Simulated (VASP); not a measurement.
Write the native input for VASP 6.6.1 that does the following.

```yaml
Task: single point
Functional: PBEsol
Potentials_or_basis: VASP PAW PBE potentials, release 64 (Fe, Si)
Cutoff: 520 eV
k_mesh: 6 × 6 × 6
Occupations: gaussian, width 0.1 eV
Spin: collinear spin, ferromagnetic start
Starting_moments: "[4.0, 0.0, 0.0] μB"
Dipole_correction: no
Further_INCAR_settings: ALGO = Normal; EDIFF = 1e-06; NBANDS = 19
```

The structure of FeSi2 lies in POSCAR:

```
FeSi2
1.0
    3.7449594852      0.0000000000      0.0000000000
   -1.8724797426      3.2432300503      0.0000000000
    0.0000000000      0.0000000000      3.3129212513
Fe Si
1 2
Direct
    0.0000000000      0.0000000000      0.0000000000
    0.3333333333      0.6666666667      0.5000000000
    0.6666666667      0.3333333333      0.5000000000
```

One way to write it, as run:

INCAR

```
SYSTEM = FeSi2
ALGO     = Normal         ! electronic algorithm
EDIFF    = 1E-6           ! SCF threshold, eV
ENCUT    = 520            ! plane-wave cutoff, eV
GGA      = PS             ! functional
ISIF     = 2              ! what is computed and relaxed
ISMEAR   = 0              ! smearing method
ISPIN    = 2              ! spin polarisation
LASPH    = .True.         ! aspherical terms in the spheres
LCHARG   = .False.        ! write CHGCAR
LMAXMIX  = 4              ! l up to which the mixer works
LORBIT   = 11             ! projections on sites
LREAL    = .False.        ! projectors in reciprocal space
LWAVE    = .False.        ! write WAVECAR
MAGMOM   = 4 0 0          ! initial moments
NBANDS   = 19             ! bands
NELM     = 150            ! most SCF steps
PREC     = Accurate       ! precision mode
SIGMA    = 0.1            ! smearing width, eV
```

KPOINTS

```
k-points
0
Gamma
  6 6 6
  0 0 0
```

Potentials or basis: VASP PAW PBE potentials, release 64 (Fe, Si).

The run is started by

```bash
$ cat potpaw_PBE.64/Fe/POTCAR potpaw_PBE.64/Si/POTCAR > POTCAR
$ mpirun -np 1 vasp_std > vasp.out
```

It gave:

```
Pressure                                              : 8.7 GPa
Net moment                                            : 2.22 μB per cell
Site moments                                          : Fe +2.28; Si +0.00 μB
Valence electrons inside the program's atomic spheres : Fe 7.02; Si 1.74
```

Caveat: the cell stands under pressure; the PAW data sets were made with another functional, which shifts forces and pressure a little.

Wall time 27 s on 1 thread of Intel(R) Xeon(R) Platinum 8488C (Sapphire Rapids) (shared host), peak memory 0.19 GiB.
